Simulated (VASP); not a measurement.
# Co (P6_3/mmc) in VASP: single point with PBEsol

Aim: the single point of Co with PBEsol.

Program: VASP 6.6.1. These are calculated values, not measurements. Logs are shortened: lines on timing, memory, paths and dates and some standing lists are left out, and cuts for length are marked.

**1. The cell of the first run**

It takes space group P6_3/mmc (No. 194, hexagonal). The conventional cell has a = 2.456 Å, b = 2.456 Å, c = 3.969 Å, α = 90.00°, β = 90.00°, γ = 120.00°. Within 3.2 Å of Co (site symmetry -6m2) lie 12 Co at 2.44 to 2.46 Å.

**2. Single point, PBEsol, collinear spin, ferromagnetic start**

Input file INCAR:

```
SYSTEM = Co
PREC = Accurate
ENCUT = 520
EDIFF = 1E-6
ISMEAR = 0
SIGMA = 0.1
LREAL = .False.
LASPH = .True.
NELM = 150
ALGO = Fast
ISIF = 2
LWAVE = .False.
LCHARG = .False.
ISPIN = 2
MAGMOM = 1.8 1.8
LORBIT = 11
LMAXMIX = 4
GGA = PS
NBANDS = 20
```

Input file KPOINTS:

```
Automatic mesh
0
Gamma
  15 15 9
  0 0 0
```

Input file POSCAR:

```
Co
1.0
    2.4564188984      0.0000000000      0.0000000000
   -1.2282094492      2.1273211683      0.0000000000
    0.0000000000      0.0000000000      3.9694711002
Co
2
Direct
    0.6666666667      0.3333333333      0.2500068659
    0.3333333333      0.6666666667      0.7499931341
```

Potentials or basis: VASP PAW PBE potentials, release 64 (Co).

The run is started by

```
> cat potpaw_PBE.64/Co/POTCAR > POTCAR
> mpirun -np 1 vasp_std > vasp.out
```

OUTCAR:

```text
SYSTEM = Co
   PREC = Accurate
   ENCUT = 520
   EDIFF = 1E-6
   ISMEAR = 0
   LREAL = .False.
   LASPH = .True.
   NELM = 150
   ISIF = 2
   ISPIN = 2
   LORBIT = 11
   GGA = PS

 ion  position               nearest neighbor table
   1  0.667  0.333  0.250-   2 2.44   2 2.44   2 2.44   2 2.44   2 2.44   2 2.44
   2  0.333  0.667  0.750-   1 2.44   1 2.44   1 2.44   1 2.44   1 2.44   1 2.44

  LATTYP: Found a hexagonal cell.
 ALAT       =     2.4564188984
 C/A-ratio  =     1.6159585414

  Lattice vectors:

 A1 = (   2.4564188984,   0.0000000000,   0.0000000000)
 A2 = (  -1.2282094492,   2.1273211683,   0.0000000000)
 A3 = (   0.0000000000,   0.0000000000,   3.9694711002)

Analysis of symmetry for initial positions (statically):
=====================================================================
 Subroutine PRICEL returns:
 Original cell was already a primitive cell.

 Routine SETGRP: Setting up the symmetry group for a
 hexagonal supercell.

 Subroutine GETGRP returns: Found 12 space group operations
 (whereof 12 operations were pure point group operations)
 out of a pool of 24 trial point group operations.

The static configuration has the point symmetry D_3d.

Analysis of symmetry for dynamics (positions and initial velocities):
=====================================================================
 Subroutine PRICEL returns:
 Original cell was already a primitive cell.

 Routine SETGRP: Setting up the symmetry group for a
 hexagonal supercell.

 Subroutine GETGRP returns: Found 12 space group operations
 (whereof 12 operations were pure point group operations)
 out of a pool of 24 trial point group operations.

The dynamic configuration has the point symmetry D_3d.

Analysis of structural, dynamic, and magnetic symmetry:
=====================================================================
 Subroutine PRICEL returns:
 Original cell was already a primitive cell.

 Routine SETGRP: Setting up the symmetry group for a
 hexagonal supercell.

 Subroutine GETGRP returns: Found 12 space group operations
 (whereof 12 operations were pure point group operations)
 out of a pool of 24 trial point group operations.

The overall configuration has the point symmetry D_3d.

 Subroutine INISYM returns: Found 12 space group operations
 (whereof 12 operations are pure point group operations),
 and found     1 'primitive' translations

----------------------------------------------------------------------------------------

                                     Primitive cell

  volume of cell :      20.7428

  direct lattice vectors                    reciprocal lattice vectors
     2.456418898  0.000000000  0.000000000     0.407096689  0.235037383  0.000000000
    -1.228209449  2.127321168  0.000000000     0.000000000  0.470074766  0.000000000
     0.000000000  0.000000000  3.969471100     0.000000000  0.000000000  0.251922731

  length of vectors
     2.456418898  2.456418898  3.969471100     0.470074766  0.470074766  0.251922731

  position of ions in fractional coordinates (direct lattice)
     0.666666667  0.333333333  0.250006866
     0.333333333  0.666666667  0.749993134

  ion indices of the primitive-cell ions
   primitive index   ion index
                 1           1
                 2           2

----------------------------------------------------------------------------------------

 KPOINTS: Automatic mesh

Automatic generation of k-mesh.
 Grid dimensions read from file:
 generate k-points for:   15   15    9

 Generating k-lattice:

  Cartesian coordinates                     Fractional coordinates (reciprocal lattice)
     0.027139779  0.015669159  0.000000000     0.066666667 -0.000000000  0.000000000
     0.000000000  0.031338318  0.000000000     0.000000000  0.066666667  0.000000000
     0.000000000  0.000000000  0.027991415     0.000000000  0.000000000  0.111111111

  Length of vectors
     0.031338318  0.031338318  0.027991415

  Shift w.r.t. Gamma in fractional coordinates (k-lattice)
     0.000000000  0.000000000  0.000000000

 Subroutine IBZKPT returns following result:
 ===========================================

 Found    211 irreducible k-points:

 Following reciprocal coordinates:
            Coordinates               Weight
  0.000000  0.000000  0.000000      1.000000
  0.066667  0.000000  0.000000      6.000000
  0.133333  0.000000  0.000000      6.000000
  0.200000 -0.000000  0.000000      6.000000
  0.266667  0.000000  0.000000      6.000000
  0.333333  0.000000  0.000000      6.000000
[... 16 lines left out ...]
  0.333333  0.200000  0.000000     12.000000
  0.400000  0.200000  0.000000      6.000000
 [... further k-points ...]
   k-points           NKPTS =    211   k-points in BZ     NKDIM =    211   number of bands    NBANDS=     20
   number of dos      NEDOS =    301   number of ions     NIONS =      2
   total plane-waves  NPLWV =   9720
   dimension x,y,z NGX =    18 NGY =   18 NGZ =   30
   dimension x,y,z NGXF=    36 NGYF=   36 NGZF=   60
   ions per type =               2
   NGX,Y,Z   is equivalent  to a cutoff of  12.18, 12.18, 12.56 a.u.
   NGXF,Y,Z  is equivalent  to a cutoff of  24.36, 24.36, 25.13 a.u.
 SYSTEM =  Co
   PREC   = accura    normal or accurate (medium, high low for compatibility)
   ISTART =      0    job   : 0-new  1-cont  2-samecut
   ICHARG =      2    charge: 1-file 2-atom 10-const
   ISPIN  =      2    spin polarized calculation?
   LNONCOLLINEAR =      F non collinear calculations
   LSORBIT =      F    spin-orbit coupling
   LASPH  =      T    aspherical Exc in radial PAW
   ENCUT  =  520.0 eV  38.22 Ry    6.18 a.u.   4.57  4.57  7.38*2*pi/ulx,y,z
   NELM   =    150;   NELMIN=  2; NELMDL= -5     # of ELM steps
   EDIFF  = 0.1E-05   stopping-criterion for ELM
   LREAL  =      F    real-space projection
[... 7 lines left out ...]
   TEBEG  =    0.0;   TEEND  =   0.0 temperature during run
   PSTRESS=    0.0 pullay stress
   NELECT =      18.0000    total number of electrons
   NUPDOWN=      -1.0000    fix difference up-down
   EMIN   =  10.00;   EMAX   =-10.00  energy-range for DOS
   EFERMI =   0.00;   METHOD = LEGACY
   ISMEAR =     0;   SIGMA  =   0.10  broadening in eV -4-tet -1-fermi 0-gaus
   EFERMI_NEDOS =   21; number of points for ismear=-14 and -15
   IALGO  =     68    algorithm
   IMIX   =      4    mixing-type and parameters
     AMIX     =   0.40;   BMIX     =  1.00
     AMIX_MAG =   1.60;   BMIX_MAG =  1.00
  volume/ion in A,a.u.               =      10.37        69.99
  Fermi-wavevector in a.u.,A,eV,Ry     =   1.561503  2.950814 33.174992  2.438293
  Thomas-Fermi vector in A             =   2.664559
   LORBIT       =     11    0 simple, 1 ext, 2 COOP (PROOUT), +10 PAW based schemes
   GGA     = PS    functional components
   LHFCALC =     F    Hartree Fock is set to
   AEXX    =    0.0000 exact exchange contribution
   IVDW    =     0    specifies the selected vdW correction
   LEPSILON=     F    determine dielectric tensor
   LRPA    =     F    only Hartree local field effects (RPA)
 spin polarized calculation
 RMM-DIIS sequential band-by-band and
 Gauss-broadening in eV      SIGMA  =   0.10
  energy-cutoff  :      520.00
  volume of cell :       20.74
 maximum number of plane-waves:       578
   NGX =  9   NGY =  9   NGZ = 15

 number of electron      17.9999973 magnetization       3.1751448

 Free energy of the ion-electron system (eV)
  ---------------------------------------------------
  ext. energy  EPLUGINS =         0.00000000
  ---------------------------------------------------
  free energy    TOTEN  =       -15.47780693 eV

  energy without entropy =      -15.46923093  energy(sigma->0) =      -15.47351893

 E-fermi :  10.7063     XC(G=0): -13.8473

 val. band max:       10.7046833301   @ k =  -0.2000  -0.4667   0.4444
 cond. band min:      10.7090136563   @ k =   0.4000   0.0667   0.3333
 fundamental gap:      0.0043303261
 Fermi energy:        10.7062767721

 spin component 1

 k-point     1 :       0.0000    0.0000    0.0000
  band No.  band energies     occupation
      1       1.4792      1.00000
      2       5.3572      1.00000
      3       8.0642      1.00000
      4       8.0843      1.00000
      5       8.0843      1.00000
      6       8.4241      1.00000
[... 12 lines left out ...]
     19      37.3287      0.00000
     20      37.3287      0.00000

 k-point     2 :       0.0667    0.0000    0.0000
  band No.  band energies     occupation
      1       1.6408      1.00000
      2       5.4566      1.00000
      3       7.8839      1.00000
      4       8.1626      1.00000
      5       8.2409      1.00000
      6       8.3866      1.00000
[... 498 lines left out ...]
 k-point    24 :       0.4000    0.2000    0.0000
  band No.  band energies     occupation
      1       6.1796      1.00000
      2       6.2857      1.00000
      3       6.3059      1.00000
      4       7.3536      1.00000
      5       7.7588      1.00000
      6       8.0087      1.00000
[... 12 lines left out ...]
     19      30.7271      0.00000
     20      40.2993      0.00000

 [... further k-points ...]

 spin component 2

 k-point     1 :       0.0000    0.0000    0.0000
  band No.  band energies     occupation
      1       1.5503      1.00000
      2       6.3036      1.00000
      3       9.6578      1.00000
      4       9.6796      1.00000
      5       9.6796      1.00000
      6      10.0731      1.00000
[... 12 lines left out ...]
     19      37.6837      0.00000
     20      37.6837      0.00000

 k-point     2 :       0.0667    0.0000    0.0000
  band No.  band energies     occupation
      1       1.7125      1.00000
      2       6.4151      1.00000
      3       9.4456      1.00000
      4       9.7651      1.00000
      5       9.8566      1.00000
      6      10.0247      1.00000
[... 498 lines left out ...]
 k-point    24 :       0.4000    0.2000    0.0000
  band No.  band energies     occupation
      1       7.2407      1.00000
      2       7.4213      1.00000
      3       7.4604      1.00000
      4       8.2255      1.00000
      5       9.2723      1.00000
      6       9.4545      1.00000
[... 12 lines left out ...]
     19      31.1098      0.00000
     20      40.6606      0.00000

 [... further k-points ...]

------------------------ aborting loop because EDIFF is reached ----------------------------------------

  FORCE on cell =-STRESS in cart. coord.  units (eV):
  Direction    XX          YY          ZZ          XY          YZ          ZX
  --------------------------------------------------------------------------------------
  -------------------------------------------------------------------------------------
  Total       -0.0593451     -0.0593451     -0.0875132      0.0000000     -0.0000000      0.0000000
  in kB       -4.5838212     -4.5838212     -6.7595247      0.0000000     -0.0000000      0.0000000
  external PRESSURE =      -5.3090557 kB  Pullay stress =       0.0000000 kB

 VOLUME and BASIS-vectors are now :
 -----------------------------------------------------------------------------
  energy-cutoff  :      520.00
  volume of cell :       20.74
      direct lattice vectors                 reciprocal lattice vectors
     2.456418898  0.000000000  0.000000000     0.407096689  0.235037383  0.000000000
    -1.228209449  2.127321168  0.000000000     0.000000000  0.470074766  0.000000000
     0.000000000  0.000000000  3.969471100     0.000000000  0.000000000  0.251922731

 POSITION                                       TOTAL-FORCE (eV/Angst)
 -----------------------------------------------------------------------------------
      1.22821      0.70911      0.99240        -0.000000      0.000000     -0.000401
     -0.00000      1.41821      2.97708         0.000000      0.000000      0.000401
 -----------------------------------------------------------------------------------
    total drift:                                0.000000     -0.000000     -0.000000

  FREE ENERGIE OF THE ION-ELECTRON SYSTEM (eV)
  ---------------------------------------------------
  free  energy   TOTEN  =       -15.4778069254 eV

  energy  without entropy=      -15.4692309287  energy(sigma->0) =      -15.47351893

 total charge

# of ion       s       p       d       tot
------------------------------------------
    1        0.509   0.565   7.289   8.363
    2        0.509   0.565   7.289   8.363
--------------------------------------------------
tot          1.017   1.131  14.578  16.726

 magnetization (x)

# of ion       s       p       d       tot
------------------------------------------
    1       -0.015  -0.051   1.660   1.594
    2       -0.015  -0.051   1.660   1.594
--------------------------------------------------
tot         -0.029  -0.102   3.320   3.188
```

Run time: 4.3 min. Hardware: 1 thread of Intel Xeon 8259CL, shared host; peak memory 0.23 GiB.

What came out:

| Item | Value |
| --- | --- |
| Free energy | -15.4778 eV |
| Pressure | -0.5 GPa |
| Net moment | 3.18 μB per cell |
| Site moments | Co +1.59 μB |
| Valence electrons inside the program's atomic spheres | Co 8.36 |

Caveat: the PAW data sets were made with another functional, which shifts forces and pressure a little.
